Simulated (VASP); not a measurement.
Ga2O3, 10 atoms in the cell. It takes space group C2/m (No. 12, monoclinic). Conventional cell: a = 12.256 Å, b = 3.039 Å, c = 5.808 Å, α = 90.00°, β = 103.81°, γ = 90.00°. Ga (site symmetry m) has 4 O at 1.83 to 1.87 Å within 2.4 Å. Within 2.6 Å of Ga (site symmetry m) lie 6 O at 1.94 to 2.08 Å. Within 2.4 Å of O (site symmetry m) lie 3 Ga at 1.83 to 1.94 Å. O (site symmetry m) has 4 Ga at 1.87 to 2.08 Å within 2.5 Å. Within 2.4 Å of O (site symmetry m) lie 3 Ga at 1.84 to 1.94 Å. 

| Quantity | Value |
| --- | --- |
| Program | VASP 6.6.1 |
| Task | single point |
| Functional | r2SCAN |
| Potentials or basis | VASP PAW PBE potentials, release 64 (Ga_d, O) |
| Cutoff | 520 eV |
| k mesh | 8 × 8 × 4 |
| Occupations | gaussian, width 0.05 eV |
| Spin | no spin polarisation |
| Dipole correction | no |
| Further INCAR settings | ALGO = Normal; EDIFF = 1e-06; NBANDS = 55 |

Potentials or basis: VASP PAW PBE potentials, release 64 (Ga_d, O).

Run with:

```console
$ cat potpaw_PBE.64/Ga_d/POTCAR potpaw_PBE.64/O/POTCAR > POTCAR
$ cp INCAR.step1 INCAR
$ mpirun -np 1 vasp_std > vasp.out
$ cp INCAR.step2 INCAR
$ mpirun -np 1 vasp_std > vasp.out
```

Hardware: 1 thread of Oxide Virtual Turin-like Processor, with other jobs on the host.

Estimate the wall time of this run.

Wall time 75 min on 1 thread of Oxide Virtual Turin-like Processor, with other jobs on the host, peak memory 0.53 GiB. Counts: k points 78.
